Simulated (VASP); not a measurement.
Crystal: Zr.

```
CELL_PARAMETERS angstrom
5.03300 0.00000 0.00000
-2.51650 4.35871 0.00000
0.00000 0.00000 3.13200
ATOMIC_POSITIONS crystal
Zr 0.00000 0.00000 0.00000
Zr 0.33333 0.66667 0.50000
Zr 0.66667 0.33333 0.50000
```

This isn't the form of Zr at room conditions, which is hcp.

```yaml
Program: VASP 6.6.1
Task: relaxation of cell and atoms
Functional: PBEsol
Potentials_or_basis: VASP PAW PBE potentials, release 64 (Zr_sv)
Cutoff: 600 eV
k_mesh: 10 × 10 × 16
Occupations: gaussian, width 0.05 eV
Spin: no spin polarisation
```

At the start: pressure -3.0 GPa; volume 22.90 Å³/atom.

Task: Where does the relaxation end?

Result: Over 5 steps the energy falls by 6.7 meV/atom and the volume is 22.21 Å³/atom (-3.0 %); space group P6/mmm (No. 191, to 0.1 Å) before and after.

The path:
```csv
step,energy change (eV),largest force (eV/Å),pressure (GPa),volume (Å³)
1,0.0000,0.0000,-2.97,68.71
2,0.0016,0.0000,3.42,64.57
3,-0.0199,0.0000,0.01,66.65
4,-0.0199,0.0000,0.06,66.61
5,-0.0200,0.0000,0.05,66.62
```

Final structure:
```
Zr
1.0
     4.97340    0.00000    0.00000
    -2.48670    4.30709    0.00000
     0.00000    0.00000    3.10994
Zr
3
Direct
  0.00000 0.00000 0.00000
  0.33333 0.66667 0.50000
  0.66667 0.33333 0.50000
```

Caveat: the PAW data sets were made with another functional, which shifts forces and pressure a little.
